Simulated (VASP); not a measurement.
# P (I-42d) in VASP: single point with PBE

Aim: the single point of P with PBE.

All numbers are computed with VASP 6.6.1; they aren't measurements. Logs are shortened: lines on timing, memory, paths and dates and some standing lists are left out, and cuts for length are marked.

### 1 The cell of the first run

The structure is tetragonal, space group I-42d (No. 122). Conventional cell: a = 7.879 Å, b = 7.879 Å, c = 6.435 Å, α = 90.00°, β = 90.00°, γ = 90.00°. P (site symmetry 1) has 3 P at 2.25 to 2.26 Å within 3.0 Å.

### 2 Single point, PBE

Contents of INCAR:

```
  ALGO = Normal
  EDIFF = 1E-6
  ENCUT = 520
  GGA = PE
  ISIF = 2
  ISMEAR = 0
  LASPH = T
  LCHARG = F
  LREAL = F
  LWAVE = F
  NBANDS = 30
  NELM = 100
  PREC = Accurate
  SIGMA = 0.02
```

Contents of KPOINTS:

```
k-points
0
Gamma
  6 6 6
```

Contents of POSCAR:

```
P
1.0
   -3.9396086906      3.9396086906      3.2176225229
    3.9396086906     -3.9396086906      3.2176225229
    3.9396086906      3.9396086906     -3.2176225229
P
8
Direct
    0.7766980187      0.0259941056      0.8693909092
    0.1566031964      0.9073071095      0.1306090908
    0.6573071095      0.4066031964      0.6306090908
    0.7759941056      0.0266980187      0.3693909092
    0.5933968036      0.2240058944      0.2507039131
    0.9733019813      0.3426928905      0.7492960869
    0.9740058944      0.8433968036      0.7507039131
    0.0926928905      0.2233019813      0.2492960869
```

Potentials or basis: VASP PAW PBE potentials, release 64 (P).

Started as:

```console
cat potpaw_PBE.64/P/POTCAR > POTCAR
mpirun -np 1 vasp_std > vasp.out
```

OUTCAR:

```text
EDIFF = 1E-6
   ENCUT = 520
   GGA = PE
   ISIF = 2
   ISMEAR = 0
   LASPH = T
   LREAL = F
   NELM = 100
   PREC = Accurate

 ion  position               nearest neighbor table
   1  0.777  0.026  0.869-   6 2.25   7 2.26   8 2.26
   2  0.157  0.907  0.131-   5 2.25   8 2.26   7 2.26
   3  0.657  0.407  0.631-   7 2.25   6 2.26   5 2.26
   4  0.776  0.027  0.369-   8 2.25   5 2.26   6 2.26
   5  0.593  0.224  0.251-   2 2.25   4 2.26   3 2.26
   6  0.973  0.343  0.749-   1 2.25   3 2.26   4 2.26
   7  0.974  0.843  0.751-   3 2.25   1 2.26   2 2.26
   8  0.093  0.223  0.249-   4 2.25   2 2.26   1 2.26

  LATTYP: Found a body centered tetragonal cell.
 ALAT       =     7.8792173812
 C/A-ratio  =     0.8167365786

  Lattice vectors:

 A1 = (  -3.9396086906,   3.9396086906,   3.2176225229)
 A2 = (   3.9396086906,  -3.9396086906,   3.2176225229)
 A3 = (   3.9396086906,   3.9396086906,  -3.2176225229)

Analysis of symmetry for initial positions (statically):
=====================================================================
 Subroutine PRICEL returns:
 Original cell was already a primitive cell.

 Routine SETGRP: Setting up the symmetry group for a
 body centered tetragonal supercell.

 Subroutine GETGRP returns: Found  8 space group operations
 (whereof  4 operations were pure point group operations)
 out of a pool of 16 trial point group operations.

The static configuration has the point symmetry S_4 .
 The point group associated with its full space group is D_2d.

Analysis of symmetry for dynamics (positions and initial velocities):
=====================================================================
 Subroutine PRICEL returns:
 Original cell was already a primitive cell.

 Routine SETGRP: Setting up the symmetry group for a
 body centered tetragonal supercell.

 Subroutine GETGRP returns: Found  8 space group operations
 (whereof  4 operations were pure point group operations)
 out of a pool of 16 trial point group operations.

The dynamic configuration has the point symmetry S_4 .
 The point group associated with its full space group is D_2d.

 Subroutine INISYM returns: Found  8 space group operations
 (whereof  4 operations are pure point group operations),
 and found     1 'primitive' translations

----------------------------------------------------------------------------------------

                                     Primitive cell

  volume of cell :     199.7567

  direct lattice vectors                    reciprocal lattice vectors
    -3.939608691  3.939608691  3.217622523     0.000000000  0.126916158  0.155394238
     3.939608691 -3.939608691  3.217622523     0.126916158  0.000000000  0.155394238
     3.939608691  3.939608691 -3.217622523     0.126916158  0.126916158  0.000000000

  length of vectors
     6.433826853  6.433826853  6.433826853     0.200636688  0.200636688  0.179486552

  position of ions in fractional coordinates (direct lattice)
     0.776698019  0.025994106  0.869390909
     0.156603196  0.907307110  0.130609091
     0.657307110  0.406603196  0.630609091
     0.775994106  0.026698019  0.369390909
     0.593396804  0.224005894  0.250703913
     0.973301981  0.342692890  0.749296087
     0.974005894  0.843396804  0.750703913
     0.092692890  0.223301981  0.249296087

  ion indices of the primitive-cell ions
   primitive index   ion index
                 1           1
                 2           2
                 3           3
                 4           4
                 5           5
                 6           6
                 7           7
                 8           8

----------------------------------------------------------------------------------------

 KPOINTS: k-points

Automatic generation of k-mesh.
 Grid dimensions read from file:
 generate k-points for:    6    6    6

 Generating k-lattice:

  Cartesian coordinates                     Fractional coordinates (reciprocal lattice)
     0.000000000  0.021152693  0.025899040     0.166666667 -0.000000000  0.000000000
     0.021152693  0.000000000  0.025899040    -0.000000000  0.166666667  0.000000000
     0.021152693  0.021152693  0.000000000     0.000000000  0.000000000  0.166666667

  Length of vectors
     0.033439448  0.033439448  0.029914425

  Shift w.r.t. Gamma in fractional coordinates (k-lattice)
     0.000000000  0.000000000  0.000000000

 Subroutine IBZKPT returns following result:
 ===========================================

 Found     30 irreducible k-points:

 Following reciprocal coordinates:
            Coordinates               Weight
  0.000000  0.000000  0.000000      1.000000
  0.166667  0.000000 -0.000000      8.000000
  0.333333  0.000000 -0.000000      8.000000
  0.500000 -0.000000  0.000000      4.000000
  0.166667  0.166667 -0.000000      8.000000
  0.333333  0.166667  0.000000     16.000000
[... 16 lines left out ...]
 -0.333333 -0.333333  0.166667      8.000000
 -0.166667 -0.333333  0.166667      8.000000
 [... further k-points ...]
   k-points           NKPTS =     30   k-points in BZ     NKDIM =     30   number of bands    NBANDS=     30
   number of dos      NEDOS =    301   number of ions     NIONS =      8
   total plane-waves  NPLWV = 110592
   dimension x,y,z NGX =    48 NGY =   48 NGZ =   48
   dimension x,y,z NGXF=    96 NGYF=   96 NGZF=   96
   ions per type =               8
   NGX,Y,Z   is equivalent  to a cutoff of  12.40, 12.40, 12.40 a.u.
   NGXF,Y,Z  is equivalent  to a cutoff of  24.81, 24.81, 24.81 a.u.
 SYSTEM =  unknown system
   PREC   = accura    normal or accurate (medium, high low for compatibility)
   ISTART =      0    job   : 0-new  1-cont  2-samecut
   ICHARG =      2    charge: 1-file 2-atom 10-const
   ISPIN  =      1    spin polarized calculation?
   LNONCOLLINEAR =      F non collinear calculations
   LSORBIT =      F    spin-orbit coupling
   LASPH  =      T    aspherical Exc in radial PAW
   ENCUT  =  520.0 eV  38.22 Ry    6.18 a.u.  11.96 11.96 11.96*2*pi/ulx,y,z
   NELM   =    100;   NELMIN=  2; NELMDL= -5     # of ELM steps
   EDIFF  = 0.1E-05   stopping-criterion for ELM
   LREAL  =      F    real-space projection
   EDIFFG = 0.1E-04   stopping-criterion for IOM
   NSW    =      0    number of steps for IOM
   IBRION =     -1    ionic relax: 0-MD 1-quasi-New 2-CG
   NFREE  =      0    steps in history (QN), initial steepest desc. (CG)
   ISIF   =      2    stress and relaxation
   ISYM   =      2    0-nonsym 1-usesym 2-fastsym
   POTIM  = 0.5000    time-step for ionic-motion
   TEBEG  =    0.0;   TEEND  =   0.0 temperature during run
   PSTRESS=    0.0 pullay stress
   NELECT =      40.0000    total number of electrons
   NUPDOWN=      -1.0000    fix difference up-down
   EMIN   =  10.00;   EMAX   =-10.00  energy-range for DOS
   EFERMI =   0.00;   METHOD = LEGACY
   ISMEAR =     0;   SIGMA  =   0.02  broadening in eV -4-tet -1-fermi 0-gaus
   EFERMI_NEDOS =   21; number of points for ismear=-14 and -15
   IALGO  =     38    algorithm
   IMIX   =      4    mixing-type and parameters
     AMIX     =   0.40;   BMIX     =  1.00
     AMIX_MAG =   1.60;   BMIX_MAG =  1.00
  volume/ion in A,a.u.               =      24.97       168.50
  Fermi-wavevector in a.u.,A,eV,Ry     =   0.957770  1.809922 12.480933  0.917323
  Thomas-Fermi vector in A             =   2.086817
   LORBIT       =      0    0 simple, 1 ext, 2 COOP (PROOUT), +10 PAW based schemes
   GGA     = PE    functional components
   LHFCALC =     F    Hartree Fock is set to
   AEXX    =    0.0000 exact exchange contribution
   IVDW    =     0    specifies the selected vdW correction
   LEPSILON=     F    determine dielectric tensor
   LRPA    =     F    only Hartree local field effects (RPA)
 non-spin polarized calculation
 Gauss-broadening in eV      SIGMA  =   0.02
  energy-cutoff  :      520.00
  volume of cell :      199.76
 maximum number of plane-waves:      5436
   NGX = 23   NGY = 23   NGZ = 23

 number of electron      40.0000000 magnetization

 Free energy of the ion-electron system (eV)
  ---------------------------------------------------
  ext. energy  EPLUGINS =         0.00000000
  ---------------------------------------------------
  free energy    TOTEN  =       -42.75082684 eV

  energy without entropy =      -42.75082684  energy(sigma->0) =      -42.75082684

 E-fermi :   2.9039     XC(G=0):  -8.3040

 val. band max:        2.7842151664   @ k =   0.3333   0.1667   0.1667
 cond. band min:       4.4179536396   @ k =   0.5000  -0.0000   0.0000
 fundamental gap:      1.6337384732
 Fermi energy:         2.9038578933

 k-point     1 :       0.0000    0.0000    0.0000
  band No.  band energies     occupation
      1     -11.5202      2.00000
      2      -8.8737      2.00000
      3      -8.5033      2.00000
      4      -8.5033      2.00000
      5      -6.0009      2.00000
      6      -5.7470      2.00000
[... 22 lines left out ...]
     29       7.6144      0.00000
     30       7.7868      0.00000

 k-point     2 :       0.1667    0.0000   -0.0000
  band No.  band energies     occupation
      1     -11.4444      2.00000
      2      -9.3099      2.00000
      3      -8.5599      2.00000
      4      -8.1091      2.00000
      5      -6.3938      2.00000
      6      -5.6748      2.00000
[... 22 lines left out ...]
     29       7.5600      0.00000
     30       7.7920      0.00000

 k-point     3 :       0.3333    0.0000   -0.0000
  band No.  band energies     occupation
      1     -11.2500      2.00000
      2      -9.8312      2.00000
      3      -8.6626      2.00000
      4      -7.6601      2.00000
      5      -6.8214      2.00000
      6      -5.5639      2.00000
[... 22 lines left out ...]
     29       7.6222      0.00000
     30       8.1388      0.00000

 k-point     4 :       0.5000   -0.0000    0.0000
  band No.  band energies     occupation
      1     -11.1088      2.00000
      2     -10.0882      2.00000
      3      -8.7096      2.00000
      4      -7.3558      2.00000
      5      -7.1208      2.00000
      6      -5.5217      2.00000
[... 616 lines left out ...]
     29       7.7608      0.00000
     30       8.2077      0.00000

 k-point    23 :      -0.3333   -0.3333    0.1667
  band No.  band energies     occupation
      1     -10.9973      2.00000
      2     -10.0898      2.00000
      3      -8.6964      2.00000
      4      -8.4701      2.00000
      5      -5.8330      2.00000
      6      -5.3343      2.00000
[... 22 lines left out ...]
     29       7.9507      0.00000
     30       8.1903      0.00000

 k-point    24 :      -0.1667   -0.3333    0.1667
  band No.  band energies     occupation
      1     -11.2037      2.00000
      2      -9.7066      2.00000
      3      -8.7163      2.00000
      4      -8.4306      2.00000
      5      -5.9103      2.00000
      6      -5.4171      2.00000
[... 22 lines left out ...]
     29       7.6228      0.00000
     30       8.0609      0.00000

 [... further k-points ...]
[... 5 lines left out ...]
  --------------------------------------------------------------------------------------
  -------------------------------------------------------------------------------------
  Total       -0.2881159     -0.2881159     -0.3215936      0.0000000     -0.0000000      0.0000000
  in kB       -2.3108756     -2.3108756     -2.5793884      0.0000000     -0.0000000      0.0000000
  external PRESSURE =      -2.4003799 kB  Pullay stress =       0.0000000 kB

 VOLUME and BASIS-vectors are now :
 -----------------------------------------------------------------------------
  energy-cutoff  :      520.00
  volume of cell :      199.76
      direct lattice vectors                 reciprocal lattice vectors
    -3.939608691  3.939608691  3.217622523     0.000000000  0.126916158  0.155394238
     3.939608691 -3.939608691  3.217622523     0.126916158  0.000000000  0.155394238
     3.939608691  3.939608691 -3.217622523     0.126916158  0.126916158  0.000000000

 POSITION                                       TOTAL-FORCE (eV/Angst)
 -----------------------------------------------------------------------------------
      0.46758      6.38254     -0.21461        -0.018777      0.031551      0.053801
      3.47203     -2.44293      3.00301         0.018777     -0.031551      0.053801
      1.49668      3.47203      1.39420        -0.031551      0.018777      0.053801
     -1.49668      4.40719      1.39420         0.031551     -0.018777      0.053801
     -0.46758      2.44293      1.82342         0.018777      0.031551     -0.053801
      0.46758      5.43629      1.82342        -0.018777     -0.031551     -0.053801
      2.44293      3.47203      3.43223         0.031551      0.018777     -0.053801
      1.49668      0.46758      0.21461        -0.031551     -0.018777     -0.053801
 -----------------------------------------------------------------------------------
    total drift:                               -0.000000     -0.000000     -0.000000

  FREE ENERGIE OF THE ION-ELECTRON SYSTEM (eV)
  ---------------------------------------------------
  free  energy   TOTEN  =       -42.7508268361 eV

  energy  without entropy=      -42.7508268361  energy(sigma->0) =      -42.75082684
```

It took 2.5 min on 1 thread of Intel Xeon Platinum 8488C (Sapphire Rapids), shared host; peak memory 0.36 GiB.

What came out:

```yaml
Free_energy: -42.7508 eV
Pressure: -0.2 GPa
Largest_force: 0.065 eV/Å
Band_gap_on_the_k_mesh: 1.63 eV (least direct gap 1.71 eV)
```

Forces in eV/Å, atoms in the order of the input:
```
P   -0.019  0.032  0.054
P    0.019 -0.032  0.054
P   -0.032  0.019  0.054
P    0.032 -0.019  0.054
P    0.019  0.032 -0.054
P   -0.019 -0.032 -0.054
P    0.032  0.019 -0.054
P   -0.032 -0.019 -0.054
```

A k mesh can miss the band edges.
